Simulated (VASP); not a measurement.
# Te (P3_121) in VASP: further runs

The runs below take Te through single point, with r2SCAN.

Everything below comes from runs of VASP 6.6.1. Logs are shortened: lines on timing, memory, paths and dates and some standing lists are left out, and cuts for length are marked.

## 1. The cell of the first run

The structure is trigonal, space group P3_121 (No. 152). Conventional cell: a = 4.601 Å, b = 4.601 Å, c = 5.900 Å, α = 90.00°, β = 90.00°, γ = 120.00°. Within 3.7 Å of Te (site symmetry 2) lie 6 Te at 2.84 to 3.59 Å.

## 2. Single point, r2SCAN

File POSCAR:

```
Te
1.0
    4.6013525200      0.0000000000      0.0000000000
   -2.3006762600      3.9848881700      0.0000000000
    0.0000000000      0.0000000000      5.9000620000
Te
3
Direct
    0.2566971700      0.0000000000      0.3333333300
    0.0000000000      0.2566971700      0.6666666700
    0.7433028300      0.7433028300      0.0000000000
```

File INCAR.step1:

```
SYSTEM = Te
PREC = Accurate
ENCUT = 550
ISMEAR = 0
SIGMA = 0.1
LREAL = .False.
LASPH = .True.
NELM = 120
NBANDS = 16
GGA = PE
ALGO = Normal
EDIFF = 1E-5
LWAVE = .True.
LCHARG = .False.
GGA_COMPAT = .False.
```

File INCAR.step2:

```
SYSTEM = Te
PREC = Accurate
ENCUT = 550
EDIFF = 1E-6
ISMEAR = 0
SIGMA = 0.1
LREAL = .False.
LASPH = .True.
NELM = 120
ALGO = Normal
ISIF = 2
LWAVE = .False.
LCHARG = .False.
METAGGA = R2SCAN
LMIXTAU = .True.
NBANDS = 16
ISTART = 1
GGA_COMPAT = .False.
```

File KPOINTS:

```
regular mesh
0
Gamma
  6 6 4
  0 0 0
```

Potentials or basis: VASP PAW PBE potentials, release 64 (Te).

On the command line:

```bash
$ cat potpaw_PBE.64/Te/POTCAR > POTCAR
$ cp INCAR.step1 INCAR
$ mpirun -np 1 vasp_std > vasp.out
$ cp INCAR.step2 INCAR
$ mpirun -np 1 vasp_std > vasp.out
```

OUTCAR:

```text
SYSTEM = Te
   PREC = Accurate
   ENCUT = 550
   EDIFF = 1E-6
   ISMEAR = 0
   LREAL = .False.
   LASPH = .True.
   NELM = 120
   ISIF = 2
   METAGGA = R2SCAN
   ISTART = 1

 ion  position               nearest neighbor table
   1  0.257  0.000  0.333-   3 2.84   2 2.84   3 3.59   3 3.59   2 3.59   2 3.59
   2  0.000  0.257  0.667-   3 2.84   1 2.84   3 3.59   3 3.59   1 3.59   1 3.59
   3  0.743  0.743  0.000-   2 2.84   1 2.84   1 3.59   2 3.59   2 3.59   1 3.59

  LATTYP: Found a hexagonal cell.
 ALAT       =     4.6013525200
 C/A-ratio  =     1.2822451604

  Lattice vectors:

 A1 = (   4.6013525200,   0.0000000000,   0.0000000000)
 A2 = (  -2.3006762600,   3.9848881700,   0.0000000000)
 A3 = (   0.0000000000,   0.0000000000,   5.9000620000)

Analysis of symmetry for initial positions (statically):
=====================================================================
 Subroutine PRICEL returns:
 Original cell was already a primitive cell.

 Routine SETGRP: Setting up the symmetry group for a
 hexagonal supercell.

 Subroutine GETGRP returns: Found  6 space group operations
 (whereof  2 operations were pure point group operations)
 out of a pool of 24 trial point group operations.

The static configuration has the point symmetry C_2 .
 The point group associated with its full space group is D_3 .

Analysis of symmetry for dynamics (positions and initial velocities):
=====================================================================
 Subroutine PRICEL returns:
 Original cell was already a primitive cell.

 Routine SETGRP: Setting up the symmetry group for a
 hexagonal supercell.

 Subroutine GETGRP returns: Found  6 space group operations
 (whereof  2 operations were pure point group operations)
 out of a pool of 24 trial point group operations.

The dynamic configuration has the point symmetry C_2 .
 The point group associated with its full space group is D_3 .

 Subroutine INISYM returns: Found  6 space group operations
 (whereof  2 operations are pure point group operations),
 and found     1 'primitive' translations

----------------------------------------------------------------------------------------

                                     Primitive cell

  volume of cell :     108.1828

  direct lattice vectors                    reciprocal lattice vectors
     4.601352520  0.000000000  0.000000000     0.217327404  0.125474036  0.000000000
    -2.300676260  3.984888170  0.000000000     0.000000000  0.250948071  0.000000000
     0.000000000  0.000000000  5.900062000     0.000000000  0.000000000  0.169489744

  length of vectors
     4.601352520  4.601352516  5.900062000     0.250948071  0.250948071  0.169489744

  position of ions in fractional coordinates (direct lattice)
     0.256697170  0.000000000  0.333333330
     0.000000000  0.256697170  0.666666670
     0.743302830  0.743302830  0.000000000

  ion indices of the primitive-cell ions
   primitive index   ion index
                 1           1
                 2           2
                 3           3

----------------------------------------------------------------------------------------

 KPOINTS: regular mesh

Automatic generation of k-mesh.
 Grid dimensions read from file:
 generate k-points for:    6    6    4

 Generating k-lattice:

  Cartesian coordinates                     Fractional coordinates (reciprocal lattice)
     0.036221234  0.020912339  0.000000000     0.166666667 -0.000000000  0.000000000
     0.000000000  0.041824679  0.000000000     0.000000000  0.166666667  0.000000000
     0.000000000  0.000000000  0.042372436     0.000000000  0.000000000  0.250000000

  Length of vectors
     0.041824678  0.041824679  0.042372436

  Shift w.r.t. Gamma in fractional coordinates (k-lattice)
     0.000000000  0.000000000  0.000000000

 Subroutine IBZKPT returns following result:
 ===========================================

 Found     24 irreducible k-points:

 Following reciprocal coordinates:
            Coordinates               Weight
  0.000000  0.000000  0.000000      1.000000
  0.166667  0.000000  0.000000      6.000000
  0.333333  0.000000  0.000000      6.000000
  0.500000  0.000000  0.000000      3.000000
  0.166667  0.166667  0.000000      6.000000
  0.333333  0.166667  0.000000     12.000000
[... 16 lines left out ...]
  0.333333  0.166667  0.500000     12.000000
  0.333333  0.333333  0.500000      2.000000
   k-points           NKPTS =     24   k-points in BZ     NKDIM =     24   number of bands    NBANDS=     16
   number of dos      NEDOS =    301   number of ions     NIONS =      3
   total plane-waves  NPLWV =  62208
   dimension x,y,z NGX =    36 NGY =   36 NGZ =   48
   dimension x,y,z NGXF=    72 NGYF=   72 NGZF=   96
   ions per type =               3
   NGX,Y,Z   is equivalent  to a cutoff of  13.01, 13.01, 13.52 a.u.
   NGXF,Y,Z  is equivalent  to a cutoff of  26.01, 26.01, 27.05 a.u.
 SYSTEM =  Te
   PREC   = accura    normal or accurate (medium, high low for compatibility)
   ISTART =      1    job   : 0-new  1-cont  2-samecut
   ICHARG =      0    charge: 1-file 2-atom 10-const
   ISPIN  =      1    spin polarized calculation?
   LNONCOLLINEAR =      F non collinear calculations
   LSORBIT =      F    spin-orbit coupling
   LASPH  =      T    aspherical Exc in radial PAW
   ENCUT  =  550.0 eV  40.42 Ry    6.36 a.u.   8.80  8.80 11.28*2*pi/ulx,y,z
   NELM   =    120;   NELMIN=  2; NELMDL=  0     # of ELM steps
   EDIFF  = 0.1E-05   stopping-criterion for ELM
   LREAL  =      F    real-space projection
   EDIFFG = 0.1E-04   stopping-criterion for IOM
   NSW    =      0    number of steps for IOM
   IBRION =     -1    ionic relax: 0-MD 1-quasi-New 2-CG
   NFREE  =      0    steps in history (QN), initial steepest desc. (CG)
   ISIF   =      2    stress and relaxation
   ISYM   =      2    0-nonsym 1-usesym 2-fastsym
   POTIM  = 0.5000    time-step for ionic-motion
   TEBEG  =    0.0;   TEEND  =   0.0 temperature during run
   PSTRESS=    0.0 pullay stress
   NELECT =      18.0000    total number of electrons
   NUPDOWN=      -1.0000    fix difference up-down
   EMIN   =  10.00;   EMAX   =-10.00  energy-range for DOS
   EFERMI =   0.00;   METHOD = LEGACY
   ISMEAR =     0;   SIGMA  =   0.10  broadening in eV -4-tet -1-fermi 0-gaus
   EFERMI_NEDOS =   21; number of points for ismear=-14 and -15
   IALGO  =     38    algorithm
   IMIX   =      4    mixing-type and parameters
     AMIX     =   0.40;   BMIX     =  1.00
     AMIX_MAG =   1.60;   BMIX_MAG =  1.00
  volume/ion in A,a.u.               =      36.06       243.35
  Fermi-wavevector in a.u.,A,eV,Ry     =   0.900422  1.701551 11.031065  0.810760
  Thomas-Fermi vector in A             =   2.023378
   LORBIT       =      0    0 simple, 1 ext, 2 COOP (PROOUT), +10 PAW based schemes
   METAGGA = R2SCAN    functional components
   LHFCALC =     F    Hartree Fock is set to
   AEXX    =    0.0000 exact exchange contribution
   IVDW    =     0    specifies the selected vdW correction
   LEPSILON=     F    determine dielectric tensor
   LRPA    =     F    only Hartree local field effects (RPA)
 non-spin polarized calculation
 Gauss-broadening in eV      SIGMA  =   0.10
  energy-cutoff  :      550.00
  volume of cell :      108.18
 maximum number of plane-waves:      3190
 NGX is ok and might be reduce to    36
   NGX = 17   NGY = 17   NGZ = 23

 number of electron      17.9999999 magnetization

 Free energy of the ion-electron system (eV)
  ---------------------------------------------------
  ext. energy  EPLUGINS =         0.00000000
  ---------------------------------------------------
  free energy    TOTEN  =       -76.24486371 eV

  energy without entropy =      -76.24486222  energy(sigma->0) =      -76.24486296

 E-fermi :   5.2781     XC(G=0):  -9.1852

 val. band max:        5.0016372253   @ k =   0.3333   0.3333   0.5000
 cond. band min:       5.5422760072   @ k =   0.3333   0.3333   0.5000
 fundamental gap:      0.5406387820
 Fermi energy:         5.2780904085

 k-point     1 :       0.0000    0.0000    0.0000
  band No.  band energies     occupation
      1      -8.8507      2.00000
      2      -5.4299      2.00000
      3      -5.4299      2.00000
      4       1.8230      2.00000
      5       2.0767      2.00000
      6       2.0767      2.00000
[... 8 lines left out ...]
     15      11.3429      0.00000
     16      11.9515      0.00000

 k-point     2 :       0.1667    0.0000    0.0000
  band No.  band energies     occupation
      1      -8.6905      2.00000
      2      -5.5135      2.00000
      3      -5.3935      2.00000
      4       0.9459      2.00000
      5       1.5072      2.00000
      6       1.8678      2.00000
[... 8 lines left out ...]
     15      11.6742      0.00000
     16      12.0368      0.00000

 k-point     3 :       0.3333    0.0000    0.0000
  band No.  band energies     occupation
      1      -8.2884      2.00000
      2      -5.8232      2.00000
      3      -5.3129      2.00000
      4       0.3028      2.00000
      5       0.8947      2.00000
      6       1.5093      2.00000
[... 8 lines left out ...]
     15      12.4961      0.00000
     16      13.3215      0.00000

 k-point     4 :       0.5000    0.0000    0.0000
  band No.  band energies     occupation
      1      -8.0089      2.00000
      2      -6.0894      2.00000
      3      -5.2688      2.00000
      4       0.2514      2.00000
      5       0.6767      2.00000
      6       1.5839      2.00000
[... 8 lines left out ...]
     15      13.9523      0.00000
     16      14.1671      0.00000

 k-point     5 :       0.1667    0.1667    0.0000
  band No.  band energies     occupation
      1      -8.4051      2.00000
      2      -5.6627      2.00000
      3      -5.3977      2.00000
      4       0.5070      2.00000
      5       0.7359      2.00000
      6       1.9574      2.00000
[... 8 lines left out ...]
     15      12.2380      0.00000
     16      12.9439      0.00000

 k-point     6 :       0.3333    0.1667    0.0000
  band No.  band energies     occupation
      1      -8.0246      2.00000
      2      -5.9335      2.00000
      3      -5.4332      2.00000
      4       0.3523      2.00000
      5       0.5815      2.00000
      6       1.7266      2.00000
[... 8 lines left out ...]
     15      13.1845      0.00000
     16      13.5964      0.00000
[... 267 lines left out ...]
 k-point    21 :       0.5000    0.0000    0.5000
  band No.  band energies     occupation
      1      -7.4187      2.00000
      2      -7.1200      2.00000
      3      -4.8898      2.00000
      4      -0.4862      2.00000
      5       1.2407      2.00000
      6       1.3615      2.00000
[... 8 lines left out ...]
     15      13.5761      0.00000
     16      13.6749      0.00000

 k-point    22 :       0.1667    0.1667    0.5000
  band No.  band energies     occupation
      1      -7.6096      2.00000
      2      -7.5154      2.00000
      3      -4.2373      2.00000
      4       0.3695      2.00000
      5       1.2349      2.00000
      6       1.3463      2.00000
[... 8 lines left out ...]
     15      12.0374      0.00000
     16      12.3090      0.00000

 k-point    23 :       0.3333    0.1667    0.5000
  band No.  band energies     occupation
      1      -7.3747      2.00000
      2      -7.1879      2.00000
      3      -4.8259      2.00000
      4      -0.2400      2.00000
      5       0.6890      2.00000
      6       0.8221      2.00000
[... 8 lines left out ...]
     15      12.2985      0.00000
     16      13.0174      0.00000

 k-point    24 :       0.3333    0.3333    0.5000
  band No.  band energies     occupation
      1      -7.1793      2.00000
      2      -7.1793      2.00000
      3      -4.9884      2.00000
      4      -0.1050      2.00000
      5       0.2147      2.00000
      6       0.2147      2.00000
[... 8 lines left out ...]
     15      12.0862      0.00000
     16      12.3930      0.00000

------------------------ aborting loop because EDIFF is reached ----------------------------------------

  FORCE on cell =-STRESS in cart. coord.  units (eV):
  Direction    XX          YY          ZZ          XY          YZ          ZX
  --------------------------------------------------------------------------------------
  -------------------------------------------------------------------------------------
  Total       -0.0150182     -0.0150182      0.0175627      0.0000000      0.0000000     -0.0000000
  in kB       -0.2224182     -0.2224182      0.2601022      0.0000000      0.0000000     -0.0000000
  external PRESSURE =      -0.0615780 kB  Pullay stress =       0.0000000 kB

 VOLUME and BASIS-vectors are now :
 -----------------------------------------------------------------------------
  energy-cutoff  :      550.00
  volume of cell :      108.18
      direct lattice vectors                 reciprocal lattice vectors
     4.601352520  0.000000000  0.000000000     0.217327404  0.125474036  0.000000000
    -2.300676260  3.984888170  0.000000000     0.000000000  0.250948071  0.000000000
     0.000000000  0.000000000  5.900062000     0.000000000  0.000000000  0.169489744

 POSITION                                       TOTAL-FORCE (eV/Angst)
 -----------------------------------------------------------------------------------
      1.18115      0.00000      1.96669        -0.029296      0.000000     -0.000000
     -0.59058      1.02291      3.93337         0.014648     -0.025371      0.000000
      1.71010      2.96198      0.00000         0.014648      0.025371     -0.000000
 -----------------------------------------------------------------------------------
    total drift:                                0.000003     -0.000004      0.000000

  FREE ENERGIE OF THE ION-ELECTRON SYSTEM (eV)
  ---------------------------------------------------
  free  energy   TOTEN  =       -76.2448637101 eV

  energy  without entropy=      -76.2448622192  energy(sigma->0) =      -76.24486296
```

Wall time 2.2 min (1 thread of Intel Xeon 8259CL, shared host); peak memory 0.27 GiB.

What came out:

| Property | Result |
| --- | --- |
| Free energy | -76.2449 eV |
| Pressure | 0.0 GPa |
| Largest force | 0.029 eV/Å |
| Band gap on the k mesh | 0.54 eV |

Forces in eV/Å, atoms in the order of the input:
```
Te  -0.029  0.000  0.000
Te   0.015 -0.025  0.000
Te   0.015  0.025  0.000
```

Levels at points of the mesh, in eV from the valence-band top:
| k point | band 7 | band 8 | band 9 | band 10 | band 11 | band 12 |
| --- | --- | --- | --- | --- | --- | --- |
| (0.00, 0.00, 0.00) | -1.65 | -1.65 | -0.66 | 1.25 | 1.25 | 1.77 |
| (0.50, 0.00, 0.00) | -3.16 | -1.17 | -0.87 | 1.27 | 1.41 | 3.71 |
| (0.00, 0.00, 0.50) | -1.34 | -1.16 | -1.16 | 0.78 | 0.87 | 0.87 |
| (0.50, 0.00, 0.50) | -2.19 | -1.83 | -0.07 | 1.18 | 2.17 | 2.68 |

Caveat: the PAW data sets were made with another functional, which shifts forces and pressure a little; spin-orbit coupling is left out, which moves the levels of the heavy elements. A k mesh can miss the band edges.

(Part 1 of 2 ends here.)
